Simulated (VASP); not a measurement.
Set up this calculation in VASP 6.6.1, as the native input.

| Item | Value |
| --- | --- |
| Task | single point |
| Functional | PBE |
| Potentials or basis | VASP PAW PBE potentials, release 64 (Ta_pv, N) |
| Cutoff | 520 eV |
| k mesh | 5 × 5 × 8 |
| Occupations | gaussian, width 0.02 eV |
| Spin | no spin polarisation |
| Dipole correction | no |
| Further INCAR settings | ALGO = Normal; EDIFF = 1e-07; NBANDS = 33 |

The structure of TaN lies in POSCAR:

```
TaN
1.0
    5.2433495931      0.0000000000      0.0000000000
   -2.6216747965      4.5408739485      0.0000000000
    0.0000000000      0.0000000000      2.9373262181
Ta N
3 3
Direct
    0.0000000000      0.0000000000      0.0000000000
    0.3333333333      0.6666666667      0.5000000000
    0.6666666667      0.3333333333      0.5000000000
    0.5000000000      0.0000000000      0.0000000000
    0.5000000000      0.5000000000      0.0000000000
    0.0000000000      0.5000000000      0.0000000000
```

One way to write it, as run:

INCAR

```
SYSTEM = TaN
PREC = Accurate
ENCUT = 520
EDIFF = 1E-7
ISMEAR = 0
SIGMA = 0.02
LREAL = .False.
LASPH = .True.
NELM = 100
ALGO = Normal
ISIF = 2
LWAVE = .False.
LCHARG = .False.
GGA = PE
NBANDS = 33
```

KPOINTS

```
regular mesh
0
Gamma
  5 5 8
  0 0 0
```

Potentials or basis: VASP PAW PBE potentials, release 64 (Ta_pv, N).

Command:

```console
$ cat potpaw_PBE.64/Ta_pv/POTCAR potpaw_PBE.64/N/POTCAR > POTCAR
$ mpirun -np 1 vasp_std > vasp.out
```

It gave:

The pressure is 0.7 GPa. The band gap on the k mesh is zero (bands 24 and 25 overlap by 2.02 eV).

Caveat: spin-orbit coupling is left out, which moves the levels of the heavy elements.

Wall time 70 s on 1 thread of Intel(R) Xeon(R) Platinum 8259CL CPU @ 2.50GHz (Skylake/Cascade Lake), on a shared host, peak memory 0.21 GiB.
